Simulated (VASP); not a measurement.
# In3Se (Pm-3m) in VASP: notebook

The runs below take In3Se through single point, with PBE.

Program: VASP 6.6.1. These are calculated values, not measurements. Logs are shortened: lines on timing, memory, paths and dates and some standing lists are left out, and cuts for length are marked.

### 1 The cell of the first run

Symmetry: Pm-3m, No. 221, cubic system. The conventional cell has a = 4.790 Å, b = 4.790 Å, c = 4.790 Å, α = 90.00°, β = 90.00°, γ = 90.00°. In (site symmetry 4/mmm) has 8 In at 3.39 Å and 4 Se at 3.39 Å within 4.5 Å. Within 4.5 Å of Se (site symmetry m-3m) lie 12 In at 3.39 Å.

### 2 Single point, PBE

INCAR

```
PREC = Accurate
ENCUT = 520
EDIFF = 1E-6
ISMEAR = 0
SIGMA = 0.1
LREAL = F
LASPH = T
NELM = 80
ALGO = Normal
ISIF = 2
LWAVE = F
LCHARG = T
GGA = PE
LELF = T
LVHAR = T
NBANDS = 30
```

KPOINTS

```
Automatic mesh
0
Gamma
  10 10 10
```

POSCAR

```
In3Se
1.0
    4.7904425522      0.0000000000      0.0000000000
    0.0000000000      4.7904425522      0.0000000000
    0.0000000000      0.0000000000      4.7904425522
In Se
3 1
Direct
    0.0000000000      0.5000000000      0.5000000000
    0.5000000000      0.0000000000      0.5000000000
    0.5000000000      0.5000000000      0.0000000000
    0.0000000000      0.0000000000      0.0000000000
```

Potentials or basis: VASP PAW PBE potentials, release 64 (In_d, Se).

Launch:

```
> cat potpaw_PBE.64/In_d/POTCAR potpaw_PBE.64/Se/POTCAR > POTCAR
> mpirun -np 1 vasp_std > vasp.out
```

OUTCAR:

```text
PREC = Accurate
   ENCUT = 520
   EDIFF = 1E-6
   ISMEAR = 0
   LREAL = F
   LASPH = T
   NELM = 80
   ISIF = 2
   GGA = PE

 ion  position               nearest neighbor table
   1  0.000  0.500  0.500-   2 3.39   3 3.39   4 3.39   3 3.39   4 3.39   2 3.39   4 3.39   4 3.39
                             2 3.39   3 3.39   3 3.39   2 3.39
   2  0.500  0.000  0.500-   1 3.39   3 3.39   4 3.39   3 3.39   4 3.39   1 3.39   3 3.39   3 3.39
                             1 3.39   4 3.39   4 3.39   1 3.39
   3  0.500  0.500  0.000-   1 3.39   2 3.39   4 3.39   1 3.39   2 3.39   2 3.39   4 3.39   2 3.39
                             1 3.39   4 3.39   1 3.39   4 3.39
   4  0.000  0.000  0.000-   1 3.39   2 3.39   3 3.39   1 3.39   2 3.39   1 3.39   3 3.39   1 3.39
                             2 3.39   3 3.39   2 3.39   3 3.39

  LATTYP: Found a simple cubic cell.
 ALAT       =     4.7904425522

  Lattice vectors:

 A1 = (   4.7904425522,   0.0000000000,   0.0000000000)
 A2 = (   0.0000000000,   4.7904425522,   0.0000000000)
 A3 = (   0.0000000000,   0.0000000000,   4.7904425522)

Analysis of symmetry for initial positions (statically):
=====================================================================
 Subroutine PRICEL returns:
 Original cell was already a primitive cell.

 Routine SETGRP: Setting up the symmetry group for a
 simple cubic supercell.

 Subroutine GETGRP returns: Found 48 space group operations
 (whereof 48 operations were pure point group operations)
 out of a pool of 48 trial point group operations.

The static configuration has the point symmetry O_h .

Analysis of symmetry for dynamics (positions and initial velocities):
=====================================================================
 Subroutine PRICEL returns:
 Original cell was already a primitive cell.

 Routine SETGRP: Setting up the symmetry group for a
 simple cubic supercell.

 Subroutine GETGRP returns: Found 48 space group operations
 (whereof 48 operations were pure point group operations)
 out of a pool of 48 trial point group operations.

The dynamic configuration has the point symmetry O_h .

 Subroutine INISYM returns: Found 48 space group operations
 (whereof 48 operations are pure point group operations),
 and found     1 'primitive' translations

----------------------------------------------------------------------------------------

                                     Primitive cell

  volume of cell :     109.9327

  direct lattice vectors                    reciprocal lattice vectors
     4.790442552  0.000000000  0.000000000     0.208748981  0.000000000  0.000000000
     0.000000000  4.790442552  0.000000000     0.000000000  0.208748981  0.000000000
     0.000000000  0.000000000  4.790442552     0.000000000  0.000000000  0.208748981

  length of vectors
     4.790442552  4.790442552  4.790442552     0.208748981  0.208748981  0.208748981

  position of ions in fractional coordinates (direct lattice)
     0.000000000  0.500000000  0.500000000
     0.500000000  0.000000000  0.500000000
     0.500000000  0.500000000  0.000000000
     0.000000000  0.000000000  0.000000000

  ion indices of the primitive-cell ions
   primitive index   ion index
                 1           1
                 2           2
                 3           3
                 4           4

----------------------------------------------------------------------------------------

 KPOINTS: Automatic mesh

Automatic generation of k-mesh.
 Grid dimensions read from file:
 generate k-points for:   10   10   10

 Generating k-lattice:

  Cartesian coordinates                     Fractional coordinates (reciprocal lattice)
     0.020874898  0.000000000  0.000000000     0.100000000  0.000000000  0.000000000
     0.000000000  0.020874898  0.000000000     0.000000000  0.100000000  0.000000000
     0.000000000  0.000000000  0.020874898     0.000000000  0.000000000  0.100000000

  Length of vectors
     0.020874898  0.020874898  0.020874898

  Shift w.r.t. Gamma in fractional coordinates (k-lattice)
     0.000000000  0.000000000  0.000000000

 Subroutine IBZKPT returns following result:
 ===========================================

 Found     56 irreducible k-points:

 Following reciprocal coordinates:
            Coordinates               Weight
  0.000000  0.000000  0.000000      1.000000
  0.100000  0.000000  0.000000      6.000000
  0.200000  0.000000  0.000000      6.000000
  0.300000  0.000000  0.000000      6.000000
  0.400000  0.000000  0.000000      6.000000
  0.500000  0.000000  0.000000      3.000000
[... 16 lines left out ...]
  0.200000  0.100000  0.100000     24.000000
  0.300000  0.100000  0.100000     24.000000
 [... further k-points ...]
   k-points           NKPTS =     56   k-points in BZ     NKDIM =     56   number of bands    NBANDS=     30
   number of dos      NEDOS =    301   number of ions     NIONS =      4
   total plane-waves  NPLWV =  46656
   dimension x,y,z NGX =    36 NGY =   36 NGZ =   36
   dimension x,y,z NGXF=    72 NGYF=   72 NGZF=   72
   ions per type =               3   1
   NGX,Y,Z   is equivalent  to a cutoff of  12.49, 12.49, 12.49 a.u.
   NGXF,Y,Z  is equivalent  to a cutoff of  24.99, 24.99, 24.99 a.u.
 SYSTEM =  unknown system
   PREC   = accura    normal or accurate (medium, high low for compatibility)
   ISTART =      0    job   : 0-new  1-cont  2-samecut
   ICHARG =      2    charge: 1-file 2-atom 10-const
   ISPIN  =      1    spin polarized calculation?
   LNONCOLLINEAR =      F non collinear calculations
   LSORBIT =      F    spin-orbit coupling
   LASPH  =      T    aspherical Exc in radial PAW
   ENCUT  =  520.0 eV  38.22 Ry    6.18 a.u.   8.91  8.91  8.91*2*pi/ulx,y,z
   NELM   =     80;   NELMIN=  2; NELMDL= -5     # of ELM steps
   EDIFF  = 0.1E-05   stopping-criterion for ELM
   LREAL  =      F    real-space projection
   EDIFFG = 0.1E-04   stopping-criterion for IOM
   NSW    =      0    number of steps for IOM
   IBRION =     -1    ionic relax: 0-MD 1-quasi-New 2-CG
   NFREE  =      0    steps in history (QN), initial steepest desc. (CG)
   ISIF   =      2    stress and relaxation
   ISYM   =      2    0-nonsym 1-usesym 2-fastsym
   POTIM  = 0.5000    time-step for ionic-motion
   TEBEG  =    0.0;   TEEND  =   0.0 temperature during run
   PSTRESS=    0.0 pullay stress
   NELECT =      45.0000    total number of electrons
   NUPDOWN=      -1.0000    fix difference up-down
   EMIN   =  10.00;   EMAX   =-10.00  energy-range for DOS
   EFERMI =   0.00;   METHOD = LEGACY
   ISMEAR =     0;   SIGMA  =   0.10  broadening in eV -4-tet -1-fermi 0-gaus
   EFERMI_NEDOS =   21; number of points for ismear=-14 and -15
   IALGO  =     38    algorithm
   IMIX   =      4    mixing-type and parameters
     AMIX     =   0.40;   BMIX     =  1.00
     AMIX_MAG =   1.60;   BMIX_MAG =  1.00
  volume/ion in A,a.u.               =      27.48       185.47
  Fermi-wavevector in a.u.,A,eV,Ry     =   1.215542  2.297042 20.103190  1.477543
  Thomas-Fermi vector in A             =   2.350926
   LORBIT       =      0    0 simple, 1 ext, 2 COOP (PROOUT), +10 PAW based schemes
   GGA     = PE    functional components
   LHFCALC =     F    Hartree Fock is set to
   AEXX    =    0.0000 exact exchange contribution
   IVDW    =     0    specifies the selected vdW correction
   LEPSILON=     F    determine dielectric tensor
   LRPA    =     F    only Hartree local field effects (RPA)
 non-spin polarized calculation
 Gauss-broadening in eV      SIGMA  =   0.10
  energy-cutoff  :      520.00
  volume of cell :      109.93
 maximum number of plane-waves:      3016
 NGX is ok and might be reduce to    36
   NGX = 17   NGY = 17   NGZ = 17

 number of electron      45.0000034 magnetization

 Free energy of the ion-electron system (eV)
  ---------------------------------------------------
  ext. energy  EPLUGINS =         0.00000000
  ---------------------------------------------------
  free energy    TOTEN  =       -11.68515126 eV

  energy without entropy =      -11.67565139  energy(sigma->0) =      -11.68040132

 E-fermi :   6.0155     XC(G=0):  -9.7787

 val. band max:        5.9957491478   @ k =   0.5000   0.4000   0.1000
 cond. band min:       6.0186990422   @ k =   0.4000   0.2000   0.2000
 fundamental gap:      0.0229498944
 Fermi energy:         6.0155278920

 k-point     1 :       0.0000    0.0000    0.0000
  band No.  band energies     occupation
      1      -8.7603      2.00000
      2      -8.7554      2.00000
      3      -8.7554      2.00000
      4      -8.7554      2.00000
      5      -8.6339      2.00000
      6      -8.6339      2.00000
[... 22 lines left out ...]
     29      11.3334      0.00000
     30      12.9321      0.00000

 k-point     2 :       0.1000    0.0000    0.0000
  band No.  band energies     occupation
      1      -8.7538      2.00000
      2      -8.7517      2.00000
      3      -8.7464      2.00000
      4      -8.7464      2.00000
      5      -8.6328      2.00000
      6      -8.6280      2.00000
[... 22 lines left out ...]
     29      11.6074      0.00000
     30      12.9818      0.00000

 k-point     3 :       0.2000    0.0000    0.0000
  band No.  band energies     occupation
      1      -8.7495      2.00000
      2      -8.7273      2.00000
      3      -8.7199      2.00000
      4      -8.7199      2.00000
      5      -8.6297      2.00000
      6      -8.6111      2.00000
[... 22 lines left out ...]
     29      12.2407      0.00000
     30      12.9954      0.00000

 k-point     4 :       0.3000    0.0000    0.0000
  band No.  band energies     occupation
      1      -8.7439      2.00000
      2      -8.6919      2.00000
      3      -8.6784      2.00000
      4      -8.6784      2.00000
      5      -8.6252      2.00000
      6      -8.5865      2.00000
[... 616 lines left out ...]
     29      11.9174      0.00000
     30      12.5991      0.00000

 k-point    23 :       0.2000    0.1000    0.1000
  band No.  band energies     occupation
      1      -8.7387      2.00000
      2      -8.7207      2.00000
      3      -8.7115      2.00000
      4      -8.7008      2.00000
      5      -8.6195      2.00000
      6      -8.6047      2.00000
[... 22 lines left out ...]
     29      11.6850      0.00000
     30      12.4464      0.00000

 k-point    24 :       0.3000    0.1000    0.1000
  band No.  band energies     occupation
      1      -8.7304      2.00000
      2      -8.6933      2.00000
      3      -8.6759      2.00000
      4      -8.6601      2.00000
      5      -8.6150      2.00000
      6      -8.5785      2.00000
[... 22 lines left out ...]
     29      10.8836      0.00000
     30      12.8545      0.00000

 [... further k-points ...]
[... 5 lines left out ...]
  --------------------------------------------------------------------------------------
  -------------------------------------------------------------------------------------
  Total       -0.0471304     -0.0471304     -0.0471304      0.0000000     -0.0000000      0.0000000
  in kB       -0.6868864     -0.6868864     -0.6868864      0.0000000     -0.0000000      0.0000000
  external PRESSURE =      -0.6868864 kB  Pullay stress =       0.0000000 kB

 VOLUME and BASIS-vectors are now :
 -----------------------------------------------------------------------------
  energy-cutoff  :      520.00
  volume of cell :      109.93
      direct lattice vectors                 reciprocal lattice vectors
     4.790442552  0.000000000  0.000000000     0.208748981  0.000000000  0.000000000
     0.000000000  4.790442552  0.000000000     0.000000000  0.208748981  0.000000000
     0.000000000  0.000000000  4.790442552     0.000000000  0.000000000  0.208748981

 POSITION                                       TOTAL-FORCE (eV/Angst)
 -----------------------------------------------------------------------------------
      0.00000      2.39522      2.39522         0.000000      0.000000      0.000000
      2.39522      0.00000      2.39522         0.000000      0.000000      0.000000
      2.39522      2.39522      0.00000         0.000000      0.000000      0.000000
      0.00000      0.00000      0.00000         0.000000      0.000000      0.000000
 -----------------------------------------------------------------------------------
    total drift:                                0.000000      0.000000      0.000000

  FREE ENERGIE OF THE ION-ELECTRON SYSTEM (eV)
  ---------------------------------------------------
  free  energy   TOTEN  =       -11.6851512562 eV

  energy  without entropy=      -11.6756513897  energy(sigma->0) =      -11.68040132
```

It took 46 s on 1 thread of Intel Xeon 6975P-C (Granite Rapids), shared host; peak memory 0.3 GiB.

What came out:

* Free energy: -11.6852 eV
* Pressure: -0.1 GPa

Levels at points of the mesh, in eV from the Fermi level:
```csv
k point,band 19,band 20,band 21,band 22,band 23,band 24,band 25,band 26
"(0.00, 0.00, 0.00)",-3.25,-3.25,-2.18,-2.18,1.16,1.16,1.16,4.24
"(0.50, 0.00, 0.00)",-2.44,-2.44,-1.63,-1.02,-0.07,-0.07,1.43,3.75
"(0.50, 0.50, 0.00)",-5.69,-1.94,-0.82,-0.67,-0.67,1.43,1.81,1.81
"(0.50, 0.50, 0.50)",-4.32,-4.16,-4.16,-4.16,-3.19,3.06,3.06,3.06
```

Caveat: spin-orbit coupling is left out, which moves the levels of the heavy elements.

### 3 Single point, PBE (strained)

INCAR

```
PREC = Accurate
ENCUT = 520
EDIFF = 1E-7
ISMEAR = 0
SIGMA = 0.1
LREAL = F
LASPH = T
NELM = 60
ALGO = Normal
ISIF = 2
LWAVE = F
LCHARG = F
GGA = PE
NBANDS = 30
```

KPOINTS is that of step 2.

POSCAR

```
In3Se
1.0
    4.8512191290      0.0000000000      0.0000000000
    0.0000000000      4.8512191290      0.0000000000
    0.0000000000      0.0000000000      4.8512191290
In Se
3 1
Direct
    0.0000000000      0.5000000000      0.5000000000
    0.5000000000      0.0000000000      0.5000000000
    0.5000000000      0.5000000000      0.0000000000
    0.0000000000      0.0000000000      0.0000000000
```

Potentials or basis: VASP PAW PBE potentials, release 64 (In_d, Se).

Launch:

```
> cat potpaw_PBE.64/In_d/POTCAR potpaw_PBE.64/Se/POTCAR > POTCAR
> mpirun -np 1 vasp_std > vasp.out
```

It took 2.8 min on 1 thread of Intel Xeon Platinum 8488C (Sapphire Rapids), shared host; peak memory 0.3 GiB.

Results (log left out):

| Quantity | Value |
| --- | --- |
| Free energy | -11.6686 eV |
| Pressure | -1.2 GPa |

Levels at points of the mesh, in eV from the Fermi level:
```csv
k point,band 21,band 22,band 23,band 24,band 25,band 26
"(0.00, 0.00, 0.00)",-2.25,-2.25,1.14,1.14,1.14,4.15
"(0.50, 0.00, 0.00)",-1.75,-0.99,-0.02,-0.02,1.48,3.58
"(0.50, 0.50, 0.00)",-0.77,-0.71,-0.71,1.34,1.82,1.82
"(0.50, 0.50, 0.50)",-3.96,-3.96,-3.05,2.94,2.94,2.94
```

Caveat: the cell differs from its parent crystal (strained); spin-orbit coupling is left out, which moves the levels of the heavy elements.
